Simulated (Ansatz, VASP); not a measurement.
InSe in VASP and in Ansatz

```
CELL_PARAMETERS angstrom
0.00000 2.90824 2.90824
2.90824 0.00000 2.90824
2.90824 2.90824 0.00000
ATOMIC_POSITIONS crystal
In 0.00000 0.00000 0.00000
Se 0.50000 0.50000 0.50000
```

Alike in both runs: functional PBEsol; k mesh 6 × 6 × 6; occupations gaussian, width 0.1 eV; no spin polarisation.

Ansatz relaxed the structure, and its values are those at the end. VASP's run is a single point on that final structure, the one shown.

|  | VASP | Ansatz |
| --- | --- | --- |
| version | VASP 6.6.1 | Ansatz 0.2.0 |
| potentials or method | VASP PAW PBE potentials, release 64 (In_d, Se), cutoff 500 eV | scalar-relativistic, plane waves, PAW |
| valence electrons in the cell | 19 | 29 |

|  | VASP | Ansatz | Ansatz less VASP |
| --- | --- | --- | --- |
| gap on the k mesh at the Fermi level (eV) | none | none | - |
| pressure (GPa) | 0.2 | 0.2 | -0.05 |

VASP's potentials were made for PBE, not for PBEsol. A gap of «none» marks a metal or a gap that the smearing closes. The functional is the same, so the differences come from potentials, cutoffs and numerics. VASP's potentials hold 19 valence electrons a cell and Ansatz's 29, so a difference there can come from the potentials and not from the codes.
